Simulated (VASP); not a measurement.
AgCl, 2 atoms in the cell. The typed cell holds 2 atoms: a = 3.472 Å, b = 3.430 Å, c = 3.465 Å, α = 89.42°, β = 89.70°, γ = 89.42°. 

| Quantity | Value |
| --- | --- |
| Program | VASP 6.6.1 |
| Task | single point |
| Functional | PBE |
| Potentials or basis | VASP PAW PBE potentials, release 64 (Ag, Cl) |
| Cutoff | 500 eV |
| k mesh | 2 × 2 × 2 |
| Occupations | gaussian, width 0.1 eV |
| Spin | no spin polarisation |
| Dipole correction | no |
| Charge | 0.1 |
| Further INCAR settings | ALGO = Normal; EDIFF = 1e-06; NBANDS = 16; NELECT = 17.9 |

Potentials or basis: VASP PAW PBE potentials, release 64 (Ag, Cl).

The run is started by

```bash
$ cat potpaw_PBE.64/Ag/POTCAR potpaw_PBE.64/Cl/POTCAR > POTCAR
$ mpirun -np 1 vasp_std > vasp.out
```

Hardware: 1 thread of AMD EPYC 7R13, on a shared host.

Task: Estimate the wall time of this run.

Result: Run time: 12 s on 1 thread of AMD EPYC 7R13 (shared host), peak memory 0.15 GiB. Counts: scf iterations 12, k points 8.
